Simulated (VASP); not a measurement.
**Be: single point with LDA**

Be:

```
CELL_PARAMETERS angstrom
2.22880 0.00000 0.00000
-1.11440 1.93020 0.00000
0.00000 0.00000 3.50953
ATOMIC_POSITIONS crystal
Be 0.00000 0.00000 0.00000
Be 0.33333 0.66667 0.50000
```

| Property | Result |
| --- | --- |
| Program | VASP 6.6.1 |
| Task | single point |
| Functional | LDA |
| Potentials or basis | VASP PAW LDA potentials, release 64 (Be) |
| Cutoff | 520 eV |
| k mesh | 27 × 27 × 15 |
| Occupations | methfessel-paxton, width 0.1 eV |
| Spin | no spin polarisation |
| Dipole correction | no |
| Further INCAR settings | ALGO = Normal; EDIFF = 1e-07; NBANDS = 9 |

```json
{
 "Pressure": "0.5 GPa",
 "Band gap on the k mesh": "zero (band 2 reaches 8.19 eV, above the bottom of band 3 at 6.00 eV)"
}
```

Levels at points of the mesh, in eV from the Fermi level:
```
           k point  band 1  band 2  band 3  band 4  band 5  band 6  band 7
(0.00, 0.00, 0.00)  -11.36   -4.51    1.49   16.41   16.41   19.34   19.34
```

Run time: 42 s on 1 thread of Intel(R) Xeon(R) Platinum 8259CL CPU @ 2.50GHz (Skylake/Cascade Lake) (shared host), peak memory 0.17 GiB.
